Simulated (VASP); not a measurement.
# WC (I4/mmm) in VASP: notebook, part 2 of 2

VASP 6.6.1. The steps go on from the part before.

### Step 5. Single point, PBEsol (strain +0.1312 x Voigt [1, 0, 0, 0, 0, 0])

INCAR reads:

```
PREC = Accurate
ENCUT = 520
EDIFF = 1E-7
ISMEAR = 0
SIGMA = 0.15
LREAL = False
LASPH = True
NELM = 80
ALGO = Normal
ISIF = 2
LWAVE = False
LCHARG = False
GGA = PS
NBANDS = 16
```

KPOINTS reads:

```
Automatic mesh
0
Gamma
  18 18 18
```

POSCAR reads:

```
WC
1.0
    0.0000000000      2.1926840000      2.1926840000
    2.4803641408      0.0000000000      2.1926840000
    2.4803641408      2.1926840000      0.0000000000
W C
1 1
Direct
    0.0000000000      0.0000000000      0.0000000000
    0.5000000000      0.5000000000      0.5000000000
```

Potentials or basis: VASP PAW PBE potentials, release 64 (W_sv, C).

Started as:

```sh
> cat potpaw_PBE.64/W_sv/POTCAR potpaw_PBE.64/C/POTCAR > POTCAR
> mpirun -np 1 vasp_std > vasp.out
```

OUTCAR:

```text
PREC = Accurate
   ENCUT = 520
   EDIFF = 1E-7
   ISMEAR = 0
   LREAL = False
   LASPH = True
   NELM = 80
   ISIF = 2
   GGA = PS

 ion  position               nearest neighbor table
   1  0.000  0.000  0.000-   2 2.19   2 2.19   2 2.19   2 2.19   2 2.48   2 2.48
   2  0.500  0.500  0.500-   1 2.19   1 2.19   1 2.19   1 2.19   1 2.48   1 2.48

  LATTYP: Found a body centered tetragonal cell.
 ALAT       =     3.1009234508
 C/A-ratio  =     1.5997583818

  Lattice vectors:

 A1 = (   2.4803641408,   0.0000000000,   2.1926840000)
 A2 = (   2.4803641408,   0.0000000000,  -2.1926840000)
 A3 = (  -2.4803641408,   2.1926840000,   0.0000000000)

Analysis of symmetry for initial positions (statically):
=====================================================================
 Subroutine PRICEL returns:
 Original cell was already a primitive cell.

 Routine SETGRP: Setting up the symmetry group for a
 body centered tetragonal supercell.

 Subroutine GETGRP returns: Found 16 space group operations
 (whereof 16 operations were pure point group operations)
 out of a pool of 16 trial point group operations.

The static configuration has the point symmetry D_4h.

Analysis of symmetry for dynamics (positions and initial velocities):
=====================================================================
 Subroutine PRICEL returns:
 Original cell was already a primitive cell.

 Routine SETGRP: Setting up the symmetry group for a
 body centered tetragonal supercell.

 Subroutine GETGRP returns: Found 16 space group operations
 (whereof 16 operations were pure point group operations)
 out of a pool of 16 trial point group operations.

The dynamic configuration has the point symmetry D_4h.

 Subroutine INISYM returns: Found 16 space group operations
 (whereof 16 operations are pure point group operations),
 and found     1 'primitive' translations

[... 109 lines left out ...]
   ISMEAR =     0;   SIGMA  =   0.15  broadening in eV -4-tet -1-fermi 0-gaus
   EFERMI_NEDOS =   21; number of points for ismear=-14 and -15
   IALGO  =     38    algorithm
   IMIX   =      4    mixing-type and parameters
     AMIX     =   0.40;   BMIX     =  1.00
     AMIX_MAG =   1.60;   BMIX_MAG =  1.00
  volume/ion in A,a.u.               =      11.93        80.48
  Fermi-wavevector in a.u.,A,eV,Ry     =   1.490504  2.816644 30.226734  2.221602
  Thomas-Fermi vector in A             =   2.603278
   LORBIT       =      0    0 simple, 1 ext, 2 COOP (PROOUT), +10 PAW based schemes
   GGA     = PS    functional components
   LHFCALC =     F    Hartree Fock is set to
   AEXX    =    0.0000 exact exchange contribution
   IVDW    =     0    specifies the selected vdW correction
   LEPSILON=     F    determine dielectric tensor
   LRPA    =     F    only Hartree local field effects (RPA)
 non-spin polarized calculation
 Gauss-broadening in eV      SIGMA  =   0.15
  energy-cutoff  :      520.00
  volume of cell :       23.85
 maximum number of plane-waves:       656
   NGX = 11   NGY = 13   NGZ = 13

 number of electron      18.0000000 magnetization

 Free energy of the ion-electron system (eV)
  ---------------------------------------------------
  ext. energy  EPLUGINS =         0.00000000
  ---------------------------------------------------
  free energy    TOTEN  =       -22.37666473 eV

  energy without entropy =      -22.36269097  energy(sigma->0) =      -22.36967785

 E-fermi :  10.3678     XC(G=0): -13.1457

 val. band max:       10.3663688900   @ k =   0.3889   0.1111   0.1111
 cond. band min:      10.3682029957   @ k =   0.3333  -0.3333   0.0556
 fundamental gap:      0.0018341057
 Fermi energy:        10.3677809080

 k-point     1 :       0.0000    0.0000    0.0000
  band No.  band energies     occupation
      1     -64.9634      2.00000
      2     -28.9936      2.00000
      3     -28.9678      2.00000
      4     -28.9678      2.00000
      5      -4.3151      2.00000
      6       7.2539      2.00000
[... 433 lines left out ...]
      3     -29.0234      2.00000
      4     -28.9810      2.00000
      5      -2.9974      2.00000
      6       4.9706      2.00000
[... 8 lines left out ...]
     15      21.7936      0.00000
     16      24.4492      0.00000

 [... further k-points ...]

------------------------ aborting loop because EDIFF is reached ----------------------------------------

  FORCE on cell =-STRESS in cart. coord.  units (eV):
  Direction    XX          YY          ZZ          XY          YZ          ZX
  --------------------------------------------------------------------------------------
  -------------------------------------------------------------------------------------
  Total       -7.0023984     -4.0032069     -4.0032069      0.0000000      0.0000000     -0.0000000
  in kB     -470.3919283   -268.9187490   -268.9187490      0.0000000      0.0000000     -0.0000000
  external PRESSURE =    -336.0764754 kB  Pullay stress =       0.0000000 kB

 VOLUME and BASIS-vectors are now :
 -----------------------------------------------------------------------------
  energy-cutoff  :      520.00
  volume of cell :       23.85
      direct lattice vectors                 reciprocal lattice vectors
     0.000000000  2.192684000  2.192684000    -0.201583305  0.228031034  0.228031034
     2.480364141  0.000000000  2.192684000     0.201583305 -0.228031034  0.228031034
     2.480364141  2.192684000  0.000000000     0.201583305  0.228031034 -0.228031034

 POSITION                                       TOTAL-FORCE (eV/Angst)
 -----------------------------------------------------------------------------------
      0.00000      0.00000      0.00000        -0.000000      0.000000      0.000000
      2.48036      2.19268      2.19268         0.000000     -0.000000     -0.000000
 -----------------------------------------------------------------------------------
    total drift:                                0.000000     -0.000000     -0.000000

  FREE ENERGIE OF THE ION-ELECTRON SYSTEM (eV)
  ---------------------------------------------------
  free  energy   TOTEN  =       -22.3766647251 eV

  energy  without entropy=      -22.3626909723  energy(sigma->0) =      -22.36967785
```

OSZICAR:

```text
N       E                     dE             d eps       ncg     rms          rms(c)
DAV:   1     0.110477869187E+03    0.11048E+03   -0.93400E+03 15384   0.123E+03
DAV:   2    -0.221855418724E+02   -0.13266E+03   -0.12778E+03 18744   0.330E+02
DAV:   3    -0.256738702246E+02   -0.34883E+01   -0.34650E+01 16936   0.505E+01
DAV:   4    -0.256944024059E+02   -0.20532E-01   -0.20530E-01 19424   0.443E+00
DAV:   5    -0.256945683510E+02   -0.16595E-03   -0.16594E-03 16888   0.383E-01    0.255E+01
DAV:   6    -0.225811342252E+02    0.31134E+01   -0.86850E+00 19088   0.267E+01    0.597E+00
DAV:   7    -0.224180981427E+02    0.16304E+00   -0.68965E-01 16376   0.630E+00    0.523E+00
DAV:   8    -0.223791300235E+02    0.38968E-01   -0.13690E-01 17224   0.304E+00    0.106E+00
DAV:   9    -0.223768476952E+02    0.22823E-02   -0.57827E-03 16480   0.764E-01    0.137E-01
DAV:  10    -0.223766694236E+02    0.17827E-03   -0.62780E-04 18848   0.263E-01    0.474E-02
DAV:  11    -0.223766665176E+02    0.29059E-05   -0.41186E-05 16808   0.537E-02    0.312E-02
DAV:  12    -0.223766648023E+02    0.17153E-05   -0.38449E-06 17216   0.153E-02    0.213E-03
DAV:  13    -0.223766647251E+02    0.77192E-07   -0.21732E-07 16384   0.453E-03
   1 F= -.22376665E+02 E0= -.22369678E+02  d E =-.139738E-01
```

stdout:

```text
POSCAR found type information on POSCAR W C
 POSCAR found :  2 types and       2 ions
 scaLAPACK will be used
 -----------------------------------------------------------------------------
|                                                                             |
|                                                                             |
|     You enforced a specific xc type in the INCAR file but a different       |
|     I HOPE YOU KNOW WHAT YOU ARE DOING!                                     |
|                                                                             |
 -----------------------------------------------------------------------------

 LDA part: xc-table for (Slater+PW92), standard interpolation
 POSCAR, INCAR and KPOINTS ok, starting setup
 FFT: planning ... GRIDC
 FFT: planning ... GRID_SOFT
 FFT: planning ... GRID
 WAVECAR not read
 entering main loop
```

It took 5.5 min on 1 thread of AMD EPYC, shared host; peak memory 0.27 GiB.

Results:

```
Free energy            : -22.3767 eV
Pressure               : -33.6 GPa
Band gap on the k mesh : zero (bands 9 and 10 overlap by 2.56 eV)
```

Stress tensor (GPa, compression positive):
```
-47.04   0.00   0.00
  0.00 -26.89   0.00
  0.00   0.00 -26.89
```

Caveat: the cell differs from its parent crystal (strain +0.1312 x Voigt [1, 0, 0, 0, 0, 0]); the stress differs along the axes, from -47 to -27 GPa; the PAW data sets were made with another functional, which shifts forces and pressure a little; spin-orbit coupling is left out, which moves the levels of the heavy elements.

### Step 6. Single point, PBEsol (strain +0.1500 x Voigt [1, 0, 0, 0, 0, 0])

INCAR reads:

```
ALGO = Normal
EDIFF = 1E-7
ENCUT = 520
GGA = PS
ISIF = 2
ISMEAR = 0
LASPH = True
LCHARG = True
LELF = True
LREAL = False
LVHAR = True
LWAVE = False
NBANDS = 16
NELM = 100
PREC = Accurate
SIGMA = 0.15
```

KPOINTS reads:

```
k-points
0
Gamma
  18 18 18
```

POSCAR reads:

```
WC
1.0
    0.0000000000      2.1926840000      2.1926840000
    2.5215866000      0.0000000000      2.1926840000
    2.5215866000      2.1926840000      0.0000000000
W C
1 1
Direct
    0.0000000000      0.0000000000      0.0000000000
    0.5000000000      0.5000000000      0.5000000000
```

Potentials or basis: VASP PAW PBE potentials, release 64 (W_sv, C).

Started as:

```sh
> cat potpaw_PBE.64/W_sv/POTCAR potpaw_PBE.64/C/POTCAR > POTCAR
> mpirun -np 1 vasp_std > vasp.out
```

It took 6.2 min on 1 thread of AMD EPYC, shared host; peak memory 0.27 GiB.

The run converged. Its results:

```
Free energy            : -22.2604 eV
Pressure               : -34.9 GPa
Band gap on the k mesh : zero (bands 9 and 10 overlap by 2.62 eV)
```

Stress tensor (GPa, compression positive):
```
-47.01   0.00   0.00
  0.00 -28.78   0.00
  0.00   0.00 -28.78
```

Levels at points of the mesh, in eV from the Fermi level:
```
           k point  band 6  band 7  band 8  band 9  band 10  band 11  band 12  band 13
(0.00, 0.00, 0.00)   -3.14   -1.96   -1.60   -1.60    -0.88    -0.62    -0.62    -0.14
(0.50, 0.00, 0.00)   -8.60   -5.81   -5.65    0.67     1.28     2.19     4.50     5.71
(0.50, 0.50, 0.00)   -4.63   -4.61   -2.41   -2.23     0.41     1.04     2.55     5.07
(0.00, 0.50, 0.50)   -5.71   -4.74   -1.59   -1.59     0.66     1.74     1.74     3.22
```

Caveat: the cell differs from its parent crystal (strain +0.1500 x Voigt [1, 0, 0, 0, 0, 0]); the stress differs along the axes, from -47 to -29 GPa; the PAW data sets were made with another functional, which shifts forces and pressure a little; spin-orbit coupling is left out, which moves the levels of the heavy elements.

### Step 7. The runs side by side

```tsv
cell	gap on the mesh (eV)	pressure (GPa)
a = 3.101, b = 2.932, c = 2.932 Å, angles 63.9, 58.1, 58.1°, 2 atoms	none	60.4
a = 3.101, b = 2.987, c = 2.987 Å, angles 62.5, 58.7, 58.7°, 2 atoms	none	29.2
a = 3.101, b = 3.280, c = 3.280 Å, angles 56.4, 61.8, 61.8°, 2 atoms	none	-32.0
a = 3.101, b = 3.311, c = 3.311 Å, angles 55.9, 62.1, 62.1°, 2 atoms	none	-33.6
a = 3.101, b = 3.342, c = 3.342 Å, angles 55.3, 62.4, 62.4°, 2 atoms	none	-34.9
```

Alike in all rows: task single point; level PBEsol; potentials or basis VASP PAW PBE potentials, release 64 (W_sv, C); no spin polarisation; k mesh 18 × 18 × 18; cutoff (eV) 520; smearing gaussian 0.15 eV.

Caveats: the PAW data sets were made with another functional, which shifts forces and pressure a little; spin-orbit coupling is left out, which moves the levels of the heavy elements; the stress differs along the axes, from 15 to 151 GPa (at least some runs); the stress differs along the axes, from 5 to 77 GPa (at least some runs); the stress differs along the axes, from -46 to -25 GPa (at least some runs); the stress differs along the axes, from -47 to -27 GPa (at least some runs); the stress differs along the axes, from -47 to -29 GPa (at least some runs).

Total energies depend on the potentials used, so only differences within one code and one set of settings carry meaning.

The gap in the log of VASP goes by the Fermi energy; the results here count the filled bands.